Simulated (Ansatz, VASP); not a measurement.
One calculation of Sn2Te, two programs

```
Sn Te
1.0
     4.55598    0.00000    0.00000
     0.00000    4.55598    0.00000
     0.00000    0.00000    8.72003
Sn Te
4 2
Direct
  0.50000 0.00000 0.68529
  0.50000 0.50000 0.00000
  0.00000 0.00000 0.00000
  0.00000 0.50000 0.31471
  0.00000 0.50000 0.67803
  0.50000 0.00000 0.32197
```

Alike in both runs: functional PBE; k mesh 4 × 4 × 2; occupations gaussian, width 0.2 eV; no spin polarisation.

Ansatz relaxed the structure, and its values are those at the end. VASP's run is a single point on that final structure, the one shown.

|  | VASP | Ansatz |
| --- | --- | --- |
| version | VASP 6.6.1 | Ansatz 0.2.0 |
| potentials or method | VASP PAW PBE potentials, release 64 (Sn_d, Te), cutoff 520 eV | scalar-relativistic, plane waves, PAW |
| valence electrons in the cell | 68 | 88 |

```tsv
	VASP	Ansatz	Ansatz less VASP
gap on the k mesh at the Fermi level (eV)	none	none	-
pressure (GPa)	0.3	0.3	-0.05
```

A gap of «none» marks a metal or a gap that the smearing closes. With one functional, cell and mesh, what is left measures potentials, basis and numerics. VASP's potentials hold 68 valence electrons a cell and Ansatz's 88, so a difference there can come from the potentials and not from the codes.

The k mesh is coarse, so the values compare programs but aren't converged. Spin-orbit coupling is off throughout.
